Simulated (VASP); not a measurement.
A run of VASP 6.6.1 is set up as follows.

INCAR

```
PREC = Accurate
ENCUT = 520
EDIFF = 1E-6
ISMEAR = -1
SIGMA = 0.05
LREAL = False
LASPH = True
NELM = 80
ALGO = Normal
ISIF = 2
LWAVE = False
LCHARG = False
GGA = PE
NBANDS = 10
```

KPOINTS

```
Automatic mesh
0
Gamma
  7 7 10
```

Contents of POSCAR:

```
Al
1.0
    4.5467300000      0.0000000000      0.0000000000
   -2.2733700000      3.9375800000      0.0000000000
    0.0000000000      0.0000000000      2.7539300000
Al
2
Direct
    0.3331430000      0.6604680000      0.4902950000
    0.6668740000      0.3456110000      0.5072180000
```

Potentials or basis: VASP PAW PBE potentials, release 64 (Al).

Run with:

```sh
$ cat potpaw_PBE.64/Al/POTCAR > POTCAR
$ mpirun -np 1 vasp_std > vasp.out
```

(1) Predict the band gap on the k mesh.

(2) Predict the largest force.

## Answers

(1) zero (band 3 reaches 6.12 eV, above the bottom of band 4 at 2.88 eV).

(2) 0.495 eV/Å.

Caveat: the cell differs from its parent crystal (atoms moved at random).
